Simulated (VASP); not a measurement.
Runs of VASP 6.6.1 on MoS2. It takes space group Fm-3m (No. 225, cubic). Conventional cell: a = 5.992 Å, b = 5.992 Å, c = 5.992 Å, α = 90.00°, β = 90.00°, γ = 90.00°. Within 3.4 Å of Mo (site symmetry m-3m) lie 8 S at 2.59 Å. Within 3.4 Å of S (site symmetry -43m) lie 4 Mo at 2.59 Å and 6 S at 3.00 Å. 

| spin | fixed moment (μB) | gap on the mesh (eV) | pressure (GPa) | moment (μB) |
| --- | --- | --- | --- | --- |
| collinear | 1.8 | - | -8.0 | 1.80 |
| collinear | 1.5 | - | -8.9 | 1.50 |
| collinear | 0.5 | - | (a) | 0.50 |
| off | - | none | -12.9 | - |
| collinear | - | none | -7.6 | (b) |

Alike in all rows: task single point; level LDA+U; potentials or basis VASP PAW LDA potentials, release 64 (Mo_sv, S); Mo d U = 3.0 eV, J = 0.7 eV; cell as given; k mesh 6 × 6 × 6; cutoff (eV) 500; smearing gaussian 0.05 eV.

Task: Estimate the missing entries.

Result: (a) -12.6; (b) 1.87.

Caveats: the cell stands under tension; the total moment is fixed, so each spin has its own Fermi level (at least some runs); U without spin polarisation on a metal has little footing (at least some runs).

A k mesh can miss the band edges, and the runs leave out spin-orbit coupling on Mo.

A gap of «none» marks levels without a gap at the run's occupations.
